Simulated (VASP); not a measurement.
# TiO2 (I4_1/amd) in VASP: a series of runs, part 2 of 2

VASP 6.6.1. Earlier steps stand in the parts before.

## Step 3: Single point, r2SCAN (volume scaled by 1.03, then relaxed in part)

POSCAR

```
TiO2
1.0
   -1.8997697358      1.8997697358      4.8794959446
    1.8997697358     -1.8997697358      4.8794959446
    1.8997697358      1.8997697358     -4.8794959446
Ti O
2 4
Direct
    0.0000000000      0.0000000000      0.0000000000
    0.7500000000      0.2500000000      0.5000000000
    0.2051664915      0.2051664915      0.0000000000
    0.9551664915      0.4551664915      0.5000000000
    0.5448335085      0.0448335085      0.5000000000
    0.7948335085      0.7948335085      0.0000000000
```

INCAR.step1

```
PREC     = Accurate       # precision mode
ENCUT    = 520            # plane-wave cutoff, eV
ISMEAR   = 0              # smearing method
SIGMA    = 0.02           # smearing width, eV
LREAL    = F              # projectors in reciprocal space
LASPH    = T              # aspherical terms in the spheres
NELM     = 100            # most SCF steps
NBANDS   = 33             # bands
GGA      = PE             # functional
ALGO     = Normal         # electronic algorithm
EDIFF    = 1E-4           # SCF threshold, eV
LWAVE    = T              # write WAVECAR
LCHARG   = F              # write CHGCAR
```

INCAR.step2

```
PREC     = Accurate       # precision mode
ENCUT    = 520            # plane-wave cutoff, eV
EDIFF    = 1E-6           # SCF threshold, eV
ISMEAR   = 0              # smearing method
SIGMA    = 0.02           # smearing width, eV
LREAL    = F              # projectors in reciprocal space
LASPH    = T              # aspherical terms in the spheres
NELM     = 100            # most SCF steps
ALGO     = Normal         # electronic algorithm
ISIF     = 2              # what is computed and relaxed
LWAVE    = F              # write WAVECAR
LCHARG   = T              # write CHGCAR
METAGGA  = R2SCAN         # meta-GGA
LMIXTAU  = T            
LELF     = T              # ELF
LVHAR    = T            
NBANDS   = 33             # bands
ISTART   = 1
```

KPOINTS

```
Automatic mesh
0
Gamma
  8 8 8
```

Potentials or basis: VASP PAW PBE potentials, release 64 (Ti_sv, O).

Run with:

```console
$ cat potpaw_PBE.64/Ti_sv/POTCAR potpaw_PBE.64/O/POTCAR > POTCAR
$ cp INCAR.step1 INCAR
$ mpirun -np 1 vasp_std > vasp.out
$ cp INCAR.step2 INCAR
$ mpirun -np 1 vasp_std > vasp.out
```

OUTCAR:

```text
PREC = Accurate
   ENCUT = 520
   EDIFF = 1E-6
   ISMEAR = 0
   LREAL = F
   LASPH = T
   NELM = 100
   ISIF = 2
   METAGGA = R2SCAN
   ISTART = 1

 ion  position               nearest neighbor table
   1  0.000  0.000  0.000-   5 1.95   4 1.95   5 1.95   4 1.95   3 2.00   6 2.00
   2  0.750  0.250  0.500-   6 1.95   3 1.95   6 1.95   3 1.95   4 2.00   5 2.00
   3  0.205  0.205  0.000-   2 1.95   2 1.95   1 2.00
   4  0.955  0.455  0.500-   1 1.95   1 1.95   2 2.00
   5  0.545  0.045  0.500-   1 1.95   1 1.95   2 2.00
   6  0.795  0.795  0.000-   2 1.95   2 1.95   1 2.00

  LATTYP: Found a body centered tetragonal cell.
 ALAT       =     3.7995394716
 C/A-ratio  =     2.5684670372

  Lattice vectors:

 A1 = (  -1.8997697358,   1.8997697358,   4.8794959446)
 A2 = (   1.8997697358,  -1.8997697358,   4.8794959446)
 A3 = (   1.8997697358,   1.8997697358,  -4.8794959446)

Analysis of symmetry for initial positions (statically):
=====================================================================
 Subroutine PRICEL returns:
 Original cell was already a primitive cell.

 Routine SETGRP: Setting up the symmetry group for a
 body centered tetragonal supercell.

 Subroutine GETGRP returns: Found 16 space group operations
 (whereof  8 operations were pure point group operations)
 out of a pool of 16 trial point group operations.

The static configuration has the point symmetry D_2d.
 The point group associated with its full space group is D_4h.

Analysis of symmetry for dynamics (positions and initial velocities):
=====================================================================
 Subroutine PRICEL returns:
 Original cell was already a primitive cell.

 Routine SETGRP: Setting up the symmetry group for a
 body centered tetragonal supercell.

 Subroutine GETGRP returns: Found 16 space group operations
 (whereof  8 operations were pure point group operations)
 out of a pool of 16 trial point group operations.

The dynamic configuration has the point symmetry D_2d.
 The point group associated with its full space group is D_4h.

 Subroutine INISYM returns: Found 16 space group operations
 (whereof  8 operations are pure point group operations),
 and found     1 'primitive' translations

----------------------------------------------------------------------------------------

                                     Primitive cell

  volume of cell :      70.4428

  direct lattice vectors                    reciprocal lattice vectors
    -1.899769736  1.899769736  4.879495945     0.000000000  0.263189791  0.102469600
     1.899769736 -1.899769736  4.879495945     0.263189791  0.000000000  0.102469600
     1.899769736  1.899769736 -4.879495945     0.263189791  0.263189791  0.000000000

  length of vectors
     5.570254103  5.570254103  5.570254103     0.282433860  0.282433860  0.372206572

  position of ions in fractional coordinates (direct lattice)
     0.000000000  0.000000000  0.000000000
     0.750000000  0.250000000  0.500000000
     0.205166492  0.205166492  0.000000000
     0.955166492  0.455166492  0.500000000
     0.544833508  0.044833508  0.500000000
     0.794833508  0.794833508  0.000000000

  ion indices of the primitive-cell ions
   primitive index   ion index
[... 25 lines left out ...]
  Shift w.r.t. Gamma in fractional coordinates (k-lattice)
     0.000000000  0.000000000  0.000000000

 Subroutine IBZKPT returns following result:
 ===========================================

 Found     59 irreducible k-points:

 Following reciprocal coordinates:
            Coordinates               Weight
  0.000000  0.000000  0.000000      1.000000
  0.125000  0.000000 -0.000000      8.000000
  0.250000  0.000000 -0.000000      8.000000
  0.375000  0.000000 -0.000000      8.000000
  0.500000  0.000000 -0.000000      4.000000
  0.125000  0.125000 -0.000000      8.000000
[... 16 lines left out ...]
  0.250000  0.125000  0.125000     16.000000
  0.375000  0.125000  0.125000      8.000000
 [... further k-points ...]
   k-points           NKPTS =     59   k-points in BZ     NKDIM =     59   number of bands    NBANDS=     33
   number of dos      NEDOS =    301   number of ions     NIONS =      6
   total plane-waves  NPLWV =  74088
   dimension x,y,z NGX =    42 NGY =   42 NGZ =   42
   dimension x,y,z NGXF=    84 NGYF=   84 NGZF=   84
   ions per type =               2   4
   NGX,Y,Z   is equivalent  to a cutoff of  12.54, 12.54, 12.54 a.u.
   NGXF,Y,Z  is equivalent  to a cutoff of  25.07, 25.07, 25.07 a.u.
 SYSTEM =  unknown system
   PREC   = accura    normal or accurate (medium, high low for compatibility)
   ISTART =      1    job   : 0-new  1-cont  2-samecut
   ICHARG =      0    charge: 1-file 2-atom 10-const
   ISPIN  =      1    spin polarized calculation?
   LNONCOLLINEAR =      F non collinear calculations
   LSORBIT =      F    spin-orbit coupling
   LASPH  =      T    aspherical Exc in radial PAW
   ENCUT  =  520.0 eV  38.22 Ry    6.18 a.u.  10.36 10.36 10.36*2*pi/ulx,y,z
   NELM   =    100;   NELMIN=  2; NELMDL=  0     # of ELM steps
   EDIFF  = 0.1E-05   stopping-criterion for ELM
   LREAL  =      F    real-space projection
[... 7 lines left out ...]
   TEBEG  =    0.0;   TEEND  =   0.0 temperature during run
   PSTRESS=    0.0 pullay stress
   NELECT =      48.0000    total number of electrons
   NUPDOWN=      -1.0000    fix difference up-down
   EMIN   =  10.00;   EMAX   =-10.00  energy-range for DOS
   EFERMI =   0.00;   METHOD = LEGACY
   ISMEAR =     0;   SIGMA  =   0.02  broadening in eV -4-tet -1-fermi 0-gaus
   EFERMI_NEDOS =   21; number of points for ismear=-14 and -15
   IALGO  =     38    algorithm
   IMIX   =      4    mixing-type and parameters
     AMIX     =   0.40;   BMIX     =  1.00
     AMIX_MAG =   1.60;   BMIX_MAG =  1.00
  volume/ion in A,a.u.               =      11.74        79.23
  Fermi-wavevector in a.u.,A,eV,Ry     =   1.440598  2.722336 28.236497  2.075324
  Thomas-Fermi vector in A             =   2.559325
   LORBIT       =      0    0 simple, 1 ext, 2 COOP (PROOUT), +10 PAW based schemes
   METAGGA = R2SCAN    functional components
   LHFCALC =     F    Hartree Fock is set to
   AEXX    =    0.0000 exact exchange contribution
   IVDW    =     0    specifies the selected vdW correction
   LEPSILON=     F    determine dielectric tensor
   LRPA    =     F    only Hartree local field effects (RPA)
 non-spin polarized calculation
 Gauss-broadening in eV      SIGMA  =   0.02
  energy-cutoff  :      520.00
  volume of cell :       70.44
 maximum number of plane-waves:      1909
 NGX is ok and might be reduce to    42
   NGX = 21   NGY = 21   NGZ = 21

 number of electron      47.9999994 magnetization

 Free energy of the ion-electron system (eV)
  ---------------------------------------------------
  ext. energy  EPLUGINS =         0.00000000
  ---------------------------------------------------
  free energy    TOTEN  =       -69.83822476 eV

  energy without entropy =      -69.83822476  energy(sigma->0) =      -69.83822476

 E-fermi :   2.8021     XC(G=0): -11.2749

 val. band max:        2.6946173509   @ k =  -0.3750   0.3750   0.0000
 cond. band min:       5.2793282964   @ k =   0.0000   0.0000   0.0000
 fundamental gap:      2.5847109455
 Fermi energy:         2.8020895548

 k-point     1 :       0.0000    0.0000    0.0000
  band No.  band energies     occupation
      1     -55.9289      2.00000
      2     -55.8793      2.00000
      3     -31.3071      2.00000
      4     -31.0803      2.00000
      5     -31.0803      2.00000
      6     -31.0210      2.00000
[... 853 lines left out ...]
     32       9.5206      0.00000
     33      10.0790      0.00000

 [... further k-points ...]

------------------------ aborting loop because EDIFF is reached ----------------------------------------

  FORCE on cell =-STRESS in cart. coord.  units (eV):
  Direction    XX          YY          ZZ          XY          YZ          ZX
  --------------------------------------------------------------------------------------
  -------------------------------------------------------------------------------------
  Total       -1.8596534     -1.8596534     -1.9228591      0.0000000      0.0000000      0.0000000
  in kB      -42.2966241    -42.2966241    -43.7341975      0.0000000      0.0000000      0.0000000
  external PRESSURE =     -42.7758152 kB  Pullay stress =       0.0000000 kB

 VOLUME and BASIS-vectors are now :
 -----------------------------------------------------------------------------
  energy-cutoff  :      520.00
  volume of cell :       70.44
      direct lattice vectors                 reciprocal lattice vectors
    -1.899769736  1.899769736  4.879495945     0.000000000  0.263189791  0.102469600
     1.899769736 -1.899769736  4.879495945     0.263189791  0.000000000  0.102469600
     1.899769736  1.899769736 -4.879495945     0.263189791  0.263189791  0.000000000

 POSITION                                       TOTAL-FORCE (eV/Angst)
 -----------------------------------------------------------------------------------
      0.00000      0.00000      0.00000        -0.000000     -0.000000      0.000000
     -0.00000      1.89977      2.43975        -0.000000     -0.000000     -0.000000
      0.00000      0.00000      2.00222        -0.000000      0.000000      0.031399
      0.00000      1.89977      4.44197         0.000000     -0.000000      0.031399
     -0.00000      1.89977      0.43753         0.000000     -0.000000     -0.031399
      0.00000      0.00000      7.75677        -0.000000      0.000000     -0.031399
 -----------------------------------------------------------------------------------
    total drift:                                0.000000     -0.000000      0.000000

  FREE ENERGIE OF THE ION-ELECTRON SYSTEM (eV)
  ---------------------------------------------------
  free  energy   TOTEN  =       -69.8382247649 eV

  energy  without entropy=      -69.8382247649  energy(sigma->0) =      -69.83822476
```

It took 15 min on 1 thread of Intel Xeon Platinum 8375C at 2.90GHz (Ice Lake), shared host; peak memory 0.34 GiB.

What came out:

```
Free energy            : -69.8382 eV
Pressure               : -4.3 GPa
Largest force          : 0.031 eV/Å
Band gap on the k mesh : 2.58 eV, indirect (least direct gap 2.84 eV)
```

Forces in eV/Å, atoms in the order of the input:
```
Ti   0.000  0.000  0.000
Ti   0.000  0.000  0.000
O    0.000  0.000  0.031
O    0.000  0.000  0.031
O    0.000  0.000 -0.031
O    0.000  0.000 -0.031
```

Stress tensor (GPa, compression positive):
```
-4.23  0.00  0.00
 0.00 -4.23  0.00
 0.00  0.00 -4.37
```

Levels at points of the mesh, in eV from the valence-band top:
| k point | band 21 | band 22 | band 23 | band 24 | band 25 | band 26 | band 27 | band 28 |
| --- | --- | --- | --- | --- | --- | --- | --- | --- |
| (0.00, 0.00, 0.00) | -0.78 | -0.78 | -0.37 | -0.37 | 2.58 | 3.24 | 4.47 | 4.47 |
| (0.50, 0.00, 0.00) | -1.82 | -0.84 | -0.82 | -0.64 | 3.65 | 3.88 | 3.94 | 3.99 |
| (0.50, 0.50, 0.00) | -1.93 | -1.93 | -0.03 | -0.03 | 3.63 | 3.63 | 4.09 | 4.09 |
| (0.50, 0.50, 0.50) | -1.21 | -1.21 | -0.05 | -0.05 | 2.90 | 2.90 | 4.18 | 4.18 |

Caveat: the PAW data sets were made with another functional, which shifts forces and pressure a little. A k mesh can miss the band edges.

## Step 4: Single point, r2SCAN (volume scaled by 1.06, then relaxed in part)

POSCAR

```
TiO2
1.0
   -1.9119767786      1.9119767786      4.9577007043
    1.9119767786     -1.9119767786      4.9577007043
    1.9119767786      1.9119767786     -4.9577007043
Ti O
2 4
Direct
    0.0000000000      0.0000000000      0.0000000000
    0.7500000000      0.2500000000      0.5000000000
    0.2034326264      0.2034326264      0.0000000000
    0.9534326264      0.4534326264      0.5000000000
    0.5465673736      0.0465673736      0.5000000000
    0.7965673736      0.7965673736      0.0000000000
```

INCAR.step1

```
ALGO = Normal ; EDIFF = 1E-4
ENCUT = 520 ; GGA = PE
ISMEAR = 0 ; LASPH = True
LCHARG = False ; LREAL = False
LWAVE = True ; NBANDS = 33
NELM = 80 ; PREC = Accurate
SIGMA = 0.02
```

INCAR.step2

```
ALGO = Normal ; EDIFF = 1E-6
ENCUT = 520 ; ISIF = 2
ISMEAR = 0 ; ISTART = 1
LASPH = True ; LCHARG = False
LMIXTAU = True ; LREAL = False
LWAVE = False ; METAGGA = R2SCAN
NBANDS = 33 ; NELM = 80
PREC = Accurate ; SIGMA = 0.02
```

KPOINTS

```
k-points
0
Gamma
  8 8 8
```

Run with:

```console
$ cat potpaw_PBE.64/Ti_sv/POTCAR potpaw_PBE.64/O/POTCAR > POTCAR
$ cp INCAR.step1 INCAR
$ mpirun -np 1 vasp_std > vasp.out
$ cp INCAR.step2 INCAR
$ mpirun -np 1 vasp_std > vasp.out
```

Wall time 16 min (1 thread of Intel Xeon Platinum 8375C at 2.90GHz (Ice Lake), shared host); peak memory 0.35 GiB.

Results (log left out):

| Item | Value |
| --- | --- |
| Free energy | -69.7523 eV |
| Pressure | -9.2 GPa |
| Largest force | 0.029 eV/Å |
| Band gap on the k mesh | 2.56 eV, indirect (least direct gap 2.78 eV) |

Forces on the atoms (eV/Å):
```
Ti   0.000  0.000  0.000
Ti   0.000  0.000  0.000
O    0.000  0.000  0.029
O    0.000  0.000  0.029
O    0.000  0.000 -0.029
O    0.000  0.000 -0.029
```

Stress tensor (GPa, compression positive):
```
-9.11  0.00  0.00
 0.00 -9.11  0.00
 0.00  0.00 -9.24
```

Levels at points of the mesh, in eV from the valence-band top:
```
           k point  band 20  band 21  band 22  band 23  band 24  band 25  band 26  band 27  band 28  band 29
(0.00, 0.00, 0.00)    -0.80    -0.78    -0.78    -0.32    -0.32     2.56     3.16     4.41     4.41     4.44
(0.50, 0.00, 0.00)    -1.85    -1.73    -0.81    -0.76    -0.63     3.57     3.78     3.80     3.91     4.55
(0.50, 0.50, 0.00)    -2.48    -1.83    -1.83    -0.05    -0.05     3.50     3.50     3.95     3.95     5.07
(0.50, 0.50, 0.50)    -1.32    -1.17    -1.17    -0.03    -0.03     2.85     2.85     4.09     4.09     4.76
```

Caveat: the PAW data sets were made with another functional, which shifts forces and pressure a little. A k mesh can miss the band edges.

## Step 5: Single point, r2SCAN (volume scaled by 1.10, then relaxed in part)

POSCAR

```
TiO2
1.0
   -1.9298913854      1.9298913854      5.0497120790
    1.9298913854     -1.9298913854      5.0497120790
    1.9298913854      1.9298913854     -5.0497120790
Ti O
2 4
Direct
    0.0000000000      0.0000000000      0.0000000000
    0.7500000000      0.2500000000      0.5000000000
    0.2015347120      0.2015347120      0.0000000000
    0.9515347120      0.4515347120      0.5000000000
    0.5484652880      0.0484652880      0.5000000000
    0.7984652880      0.7984652880      0.0000000000
```

INCAR.step1

```
SYSTEM = TiO2
  PREC = Accurate
  ENCUT = 520
  ISMEAR = 0
  SIGMA = 0.02
  LREAL = .False.
  LASPH = .True.
  NELM = 100
  NBANDS = 33
  GGA = PE
  ALGO = Normal
  EDIFF = 1E-4
  LWAVE = .True.
  LCHARG = .False.
```

INCAR.step2

```
SYSTEM = TiO2
  PREC = Accurate
  ENCUT = 520
  EDIFF = 1E-6
  ISMEAR = 0
  SIGMA = 0.02
  LREAL = .False.
  LASPH = .True.
  NELM = 100
  ALGO = Normal
  ISIF = 2
  LWAVE = .False.
  LCHARG = .True.
  METAGGA = R2SCAN
  LMIXTAU = .True.
  LELF = .True.
  LVHAR = .True.
  NBANDS = 33
  ISTART = 1
```

KPOINTS

```
Automatic mesh
0
Gamma
  8 8 8
  0 0 0
```

Run with:

```console
$ cat potpaw_PBE.64/Ti_sv/POTCAR potpaw_PBE.64/O/POTCAR > POTCAR
$ cp INCAR.step1 INCAR
$ mpirun -np 1 vasp_std > vasp.out
$ cp INCAR.step2 INCAR
$ mpirun -np 1 vasp_std > vasp.out
```

Run time: 19 min. Hardware: 1 thread of Intel Xeon Platinum 8375C at 2.90GHz (Ice Lake), shared host; peak memory 0.42 GiB.

Results (log left out):

* Free energy: -69.5488 eV
* Pressure: -14.7 GPa
* Largest force: 0.023 eV/Å
* Band gap on the k mesh: 2.51 eV, indirect (least direct gap 2.69 eV)

Forces in eV/Å, atoms in the order of the input:
```
Ti   0.000  0.000  0.000
Ti   0.000  0.000  0.000
O    0.000  0.000  0.023
O    0.000  0.000  0.023
O    0.000  0.000 -0.023
O    0.000  0.000 -0.023
```

Stress tensor (GPa, compression positive):
```
-14.67   0.00   0.00
  0.00 -14.67   0.00
  0.00   0.00 -14.89
```

Levels at points of the mesh, in eV from the valence-band top:
```
           k point  band 20  band 21  band 22  band 23  band 24  band 25  band 26  band 27  band 28  band 29
(0.00, 0.00, 0.00)    -0.80    -0.78    -0.78    -0.26    -0.26     2.51     3.05     4.30     4.30     4.34
(0.50, 0.00, 0.00)    -1.78    -1.63    -0.79    -0.67    -0.62     3.45     3.61     3.63     3.79     4.39
(0.50, 0.50, 0.00)    -2.36    -1.71    -1.71    -0.07    -0.07     3.34     3.34     3.77     3.77     4.86
(0.50, 0.50, 0.50)    -1.30    -1.12    -1.12     0.00     0.00     2.77     2.77     3.96     3.96     4.68
```

Caveat: the PAW data sets were made with another functional, which shifts forces and pressure a little. A k mesh can miss the band edges.

## Step 6: Summary

```csv
cell,gap on the mesh (eV),pressure (GPa),largest force (eV/Å)
"a = 5.486 Å, angles 139.7, 139.7, 58.3°, 6 atoms",2.59,1.2,0.03
"a = 5.570 Å, angles 140.1, 140.1, 57.7°, 6 atoms",2.58,-4.3,0.03
"a = 5.647 Å, angles 140.4, 140.4, 57.2°, 6 atoms",2.56,-9.2,0.03
"a = 5.740 Å, angles 140.7, 140.7, 56.8°, 6 atoms",2.51,-14.7,0.02
```

Alike in all rows: task single point; level r2SCAN; potentials or basis VASP PAW PBE potentials, release 64 (Ti_sv, O); no spin polarisation; k mesh 8 × 8 × 8; cutoff (eV) 520; smearing gaussian 0.02 eV.

Caveats: the PAW data sets were made with another functional, which shifts forces and pressure a little.

Absolute energies hang on the potentials; compare differences alone.
